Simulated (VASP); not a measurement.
The system is S.

```
CELL_PARAMETERS angstrom
0.00000 1.77176 1.77176
1.77176 0.00000 1.77176
1.77176 1.77176 0.00000
ATOMIC_POSITIONS crystal
S 0.00000 0.00000 0.00000
```

- Program: VASP 6.6.1
- Task: relaxation of cell and atoms
- Functional: PBE
- Potentials or basis: VASP PAW PBE potentials, release 64 (S)
- Cutoff: 600 eV
- k mesh: 16 × 16 × 16
- Occupations: fermi-dirac, width 0.03 eV
- Spin: no spin polarisation

At the start: pressure 57.6 GPa; volume 11.12 Å³/atom.

Q: Where does the relaxation end?

A: Over 5 steps the energy falls by 632.4 meV/atom and the volume is 15.83 Å³/atom (+42.3 %); space group Fm-3m (No. 225, to 0.05 Å).

The path:
```csv
step,energy change (eV),largest force (eV/Å),pressure (GPa),volume (Å³)
1,0.0000,0.0000,57.59,11.12
2,-0.5238,0.0000,-9.64,18.88
3,-0.6323,0.0000,0.44,15.74
4,-0.6324,0.0000,-0.13,15.85
5,-0.6324,0.0000,0.01,15.83
```

Final structure:
```xyz
1
Lattice="0.0000 1.9927 1.9927 1.9927 0.0000 1.9927 1.9927 1.9927 0.0000" Properties=species:S:1:pos:R:3 pbc="T T T"
S     0.0000    1.9927    1.9927
```

Caveat: the volume moved by over 15 % at a fixed basis, so the end points are rough.
